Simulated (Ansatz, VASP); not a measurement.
# Y in VASP and in Ansatz

```
CELL_PARAMETERS angstrom
3.65150 0.00000 0.00000
-1.82575 3.16229 0.00000
0.00000 0.00000 5.74740
ATOMIC_POSITIONS crystal
Y 0.33333 0.66667 0.25000
Y 0.66667 0.33333 0.75000
```

Alike in both runs: task electric field gradients; functional LDA; k mesh 12 × 12 × 7; occupations fermi-dirac, width 0.08 eV; no spin polarisation.

|  | VASP | Ansatz |
| --- | --- | --- |
| version | VASP 6.6.1 | Ansatz 0.2.0 |
| potentials or method | VASP PAW LDA potentials, release 64 (Y_sv) | PAW with Ansatz's default frozen-core files, scalar-relativistic |
| plane-wave cutoff (eV) | 520 | 420 |
| valence electrons in the cell | 22 | 22 |

VASP gave:

| Quantity | Value |
| --- | --- |
| pressure (GPa) | -4.0 |
| traceless stress, the component that is largest in VASP (GPa) | -0.39 |
| size of Vzz on the site where it differs most (V/Å²) | 24.8 |

Task: Estimate Ansatz's values.

Result: Pressure (GPa): -3.9; traceless stress, the component that is largest in VASP (GPa): -0.40; size of Vzz on the site where it differs most (V/Å²): 25.7.

LDA's correlation is that of Perdew and Zunger in VASP and of Perdew and Wang (1992) in Ansatz.
